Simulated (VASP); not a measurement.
# Hf (P6_3/mmc) in VASP: further runs, part 2 of 2

VASP 6.6.1. The steps go on from the part before.

**3. Single point, B3LYP5**

This run uses another cell than the first one, of 22.38 Å³/atom.

The input, POSCAR:

```
Hf
1.0
    3.1967000000      0.0000000000      0.0000000000
   -1.5983500000      2.7684234083      0.0000000000
    0.0000000000      0.0000000000      5.0578000000
Hf
2
Direct
    0.6666666667      0.3333333333      0.7500000000
    0.3333333333      0.6666666667      0.2500000000
```

The input, INCAR.step1:

```
SYSTEM = Hf
PREC = Accurate
ENCUT = 520
EDIFF = 1E-5
ISMEAR = -1
SIGMA = 0.05
LREAL = .False.
LASPH = .True.
NELM = 60
ALGO = Normal
ISIF = 2
LWAVE = .True.
LCHARG = .False.
GGA = PE
NBANDS = 17
```

The input, INCAR.step2:

```
SYSTEM = Hf
PREC = Accurate
ENCUT = 520
EDIFF = 1E-6
ISMEAR = -1
SIGMA = 0.05
LREAL = .False.
LASPH = .True.
NELM = 60
ALGO = Normal
ISIF = 2
LWAVE = .False.
LCHARG = .False.
GGA = B5
LHFCALC = .True.
AEXX = 0.2
AGGAX = 0.72
AGGAC = 0.81
ALDAC = 0.19
PRECFOCK = Normal
ISTART = 1
NBANDS = 17
```

The input, KPOINTS:

```
regular mesh
0
Gamma
  5 5 3
  0 0 0
```

Potentials or basis: VASP PAW PBE potentials, release 64 (Hf_pv).

Run with:

```console
cat potpaw_PBE.64/Hf_pv/POTCAR > POTCAR
cp INCAR.step1 INCAR
mpirun -np 1 vasp_std > vasp.out
cp INCAR.step2 INCAR
mpirun -np 1 vasp_std > vasp.out
```

OUTCAR:

```text
SYSTEM = Hf
   PREC = Accurate
   ENCUT = 520
   EDIFF = 1E-6
   ISMEAR = -1
   LREAL = .False.
   LASPH = .True.
   NELM = 60
   ISIF = 2
   GGA = B5
   LHFCALC = .True.
   AEXX = 0.2
   PRECFOCK = Normal
   ISTART = 1

 ion  position               nearest neighbor table
   1  0.667  0.333  0.750-   2 3.13   2 3.13   2 3.13   2 3.13   2 3.13   2 3.13
   2  0.333  0.667  0.250-   1 3.13   1 3.13   1 3.13   1 3.13   1 3.13   1 3.13

  LATTYP: Found a hexagonal cell.
 ALAT       =     3.1967000000
 C/A-ratio  =     1.5821941377

  Lattice vectors:

 A1 = (   3.1967000000,   0.0000000000,   0.0000000000)
 A2 = (  -1.5983500000,   2.7684234083,   0.0000000000)
 A3 = (   0.0000000000,   0.0000000000,   5.0578000000)

Analysis of symmetry for initial positions (statically):
=====================================================================
 Subroutine PRICEL returns:
 Original cell was already a primitive cell.

 Routine SETGRP: Setting up the symmetry group for a
 hexagonal supercell.

 Subroutine GETGRP returns: Found 24 space group operations
 (whereof 12 operations were pure point group operations)
[... 156 lines left out ...]

  energy without entropy =      -21.22206756  energy(sigma->0) =      -21.22806890

 E-fermi :   5.2307     XC(G=0):  -8.8962

 val. band max:        5.2291016370   @ k =   0.2000   0.0000   0.3333
 cond. band min:       5.4868053686   @ k =   0.0000   0.0000   0.3333
 fundamental gap:      0.2577037316
 Fermi energy:         5.2306775110

 k-point     1 :       0.0000    0.0000    0.0000
  band No.  band energies     occupation
      1     -28.0379      2.00000
      2     -27.1970      2.00000
      3     -27.1970      2.00000
      4     -27.0711      2.00000
      5     -27.0596      2.00000
      6     -27.0596      2.00000
[... 177 lines left out ...]
      4     -27.3986      2.00000
      5     -27.2931      2.00000
      6     -27.2180      2.00000
[... 9 lines left out ...]
     16      11.9129      0.00000
     17      13.2993      0.00000

------------------------ aborting loop because EDIFF is reached ----------------------------------------

  FORCE on cell =-STRESS in cart. coord.  units (eV):
  Direction    XX          YY          ZZ          XY          YZ          ZX
  --------------------------------------------------------------------------------------
  -------------------------------------------------------------------------------------
  Total        0.5466934      0.5466934     -0.0740594      0.0000000      0.0000000      0.0000000
  in kB       19.5685371     19.5685371     -2.6509101      0.0000000      0.0000000      0.0000000
  external PRESSURE =      12.1620547 kB  Pullay stress =       0.0000000 kB

 VOLUME and BASIS-vectors are now :
 -----------------------------------------------------------------------------
  energy-cutoff  :      520.00
  volume of cell :       44.76
      direct lattice vectors                 reciprocal lattice vectors
     3.196700000  0.000000000  0.000000000     0.312822598  0.180608211  0.000000000
    -1.598350000  2.768423408  0.000000000     0.000000000  0.361216423  0.000000000
     0.000000000  0.000000000  5.057800000     0.000000000  0.000000000  0.197714421

 POSITION                                       TOTAL-FORCE (eV/Angst)
 -----------------------------------------------------------------------------------
      1.59835      0.92281      3.79335         0.000000     -0.000000      0.000000
     -0.00000      1.84562      1.26445        -0.000000      0.000000     -0.000000
 -----------------------------------------------------------------------------------
    total drift:                               -0.000000      0.000000     -0.000000

  FREE ENERGIE OF THE ION-ELECTRON SYSTEM (eV)
  ---------------------------------------------------
  free  energy   TOTEN  =       -21.2340702475 eV

  energy  without entropy=      -21.2220675575  energy(sigma->0) =      -21.22806890
```

OSZICAR.step1:

```text
N       E                     dE             d eps       ncg     rms          rms(c)
DAV:   1     0.477373550252E+02    0.47737E+02   -0.11324E+04   340   0.112E+03
DAV:   2    -0.189453111691E+02   -0.66683E+02   -0.65101E+02   449   0.244E+02
DAV:   3    -0.205447658668E+02   -0.15995E+01   -0.15845E+01   426   0.256E+01
DAV:   4    -0.205574963755E+02   -0.12731E-01   -0.12721E-01   406   0.277E+00
DAV:   5    -0.205576378905E+02   -0.14151E-03   -0.14149E-03   444   0.251E-01    0.627E+01
DAV:   6    -0.200468768622E+02    0.51076E+00   -0.48182E-01   396   0.447E+00    0.374E+01
DAV:   7    -0.198702845834E+02    0.17659E+00   -0.82306E-01   409   0.561E+00    0.197E+00
DAV:   8    -0.198594623107E+02    0.10822E-01   -0.53618E-02   387   0.151E+00    0.133E-01
DAV:   9    -0.198595726111E+02   -0.11030E-03   -0.11430E-03   457   0.239E-01    0.180E-01
DAV:  10    -0.198595585513E+02    0.14060E-04   -0.65952E-05   379   0.539E-02    0.223E-01
DAV:  11    -0.198595612496E+02   -0.26983E-05   -0.58597E-06   218   0.179E-02
   1 F= -.19859561E+02 E0= -.19848719E+02  d E =-.216848E-01
```

It took 11 min on 1 thread of Intel Xeon Platinum 8259CL at 2.50GHz (Skylake/Cascade Lake), shared host; peak memory 0.18 GiB.

Results:

| Quantity | Value |
| --- | --- |
| Free energy | -21.2341 eV |
| Pressure | 1.2 GPa |
| Band gap on the k mesh | zero (bands 10 and 11 overlap by 1.97 eV) |

Stress tensor (GPa, compression positive):
```
 1.96  0.00  0.00
 0.00  1.96  0.00
 0.00  0.00 -0.27
```

Caveat: the k points lie up to 0.45 Å⁻¹ apart, too coarse for converged energies and pressures of a metal; the PAW data sets were made with another functional, which shifts forces and pressure a little; spin-orbit coupling is left out, which moves the levels of the heavy elements.

The gap in the log of VASP goes by the Fermi energy; the results here count the filled bands.